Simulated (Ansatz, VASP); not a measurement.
## BaTe: VASP beside Ansatz

File INCAR:

```
PREC     = Accurate       # precision mode
ENCUT    = 500            # plane-wave cutoff, eV
EDIFF    = 1E-6           # SCF threshold, eV
ISMEAR   = 0              # smearing method
SIGMA    = 0.01           # smearing width, eV
LREAL    = False          # projectors in reciprocal space
LASPH    = True           # aspherical terms in the spheres
NELM     = 120            # most SCF steps
ALGO     = Normal         # electronic algorithm
ISIF     = 2              # what is computed and relaxed
LWAVE    = False          # write WAVECAR
LCHARG   = False          # write CHGCAR
GGA      = PE             # functional
NBANDS   = 15             # bands
GGA_COMPAT= False
```

KPOINTS

```
Automatic mesh
0
Gamma
  3 3 3
```

The input POSCAR:

```
BaTe
1.0
    0.0000000000      3.9141586662      3.9141586662
    3.9141586662      0.0000000000      3.9141586662
    3.9141586662      3.9141586662      0.0000000000
Ba Te
1 1
Direct
    0.0000000000      0.0000000000      0.0000000000
    0.2500000000      0.2500000000      0.2500000000
```

Input for Ansatz:

```yaml
crystal:
  lattice:
    - [0.0, 3.9141586662, 3.9141586662]
    - [3.9141586662, 0.0, 3.9141586662]
    - [3.9141586662, 3.9141586662, 0.0]
  atoms:
    - { symbol: Ba, position: [0.0, 0.0, 0.0] }
    - { symbol: Te, position: [0.25, 0.25, 0.25] }
kpoints:
  mp_grid: { grid: [3, 3, 3] }
hamiltonian:
  xc: pbe
scf:
  occupations: { method: fixed }
  n_extra_bands: 4
output:
  forces: true
  stress: true
  eigenvalues: true
```

Alike in both runs: task single point; functional PBE; k mesh 3 × 3 × 3; no spin polarisation.

|  | VASP | Ansatz |
| --- | --- | --- |
| version | VASP 6.6.1 | Ansatz 0.2.0 |
| potentials or method | VASP PAW PBE potentials, release 64 (Ba_sv, Te) | plane waves |
| plane-wave cutoff (eV) | 500 | 420 |
| occupations | gaussian, width 0.01 eV | fixed |
| valence electrons in the cell | 16 | 26 |

Ansatz gave:

* gap on the k mesh at the Fermi level (eV): 2.69
* pressure (GPa): 0.0

Problem. Estimate VASP's values.

Solution. gap on the k mesh at the Fermi level (eV): 2.70; pressure (GPa): 0.2.

VASP's potentials hold 16 valence electrons a cell and Ansatz's 26, so a difference there can come from the potentials and not from the codes.

The k mesh is coarse, so the values compare programs but aren't converged. Neither program's run includes spin-orbit coupling.
